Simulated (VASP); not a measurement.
PtS2, 3 atoms in the cell. The typed cell holds 3 atoms: a = 3.543 Å, b = 3.543 Å, c = 5.039 Å, α = 90.00°, β = 90.00°, γ = 120.00°. 

```yaml
Program: VASP 6.6.1
Task: single point
Functional: r2SCAN
Potentials_or_basis: VASP PAW PBE potentials, release 64 (Pt, S)
Cutoff: 520 eV
k_mesh: 6 × 6 × 4
Occupations: fermi-dirac, width 0.1 eV
Spin: no spin polarisation
Dipole_correction: no
Further_INCAR_settings: ALGO = Normal; EDIFF = 1e-07; NBANDS = 18
```

Potentials or basis: VASP PAW PBE potentials, release 64 (Pt, S).

Run with:

```bash
$ cat potpaw_PBE.64/Pt/POTCAR potpaw_PBE.64/S/POTCAR > POTCAR
$ cp INCAR.step1 INCAR
$ mpirun -np 1 vasp_std > vasp.out
$ cp INCAR.step2 INCAR
$ mpirun -np 1 vasp_std > vasp.out
```

Hardware: 1 thread of AMD EPYC 9R14 (Zen 4), on a shared host.

Problem. Estimate the wall time of this run.

Solution. Wall time 3.4 min on 1 thread of AMD EPYC 9R14 (Zen 4), with other jobs on the host, peak memory 0.19 GiB. Counts: k points 76.
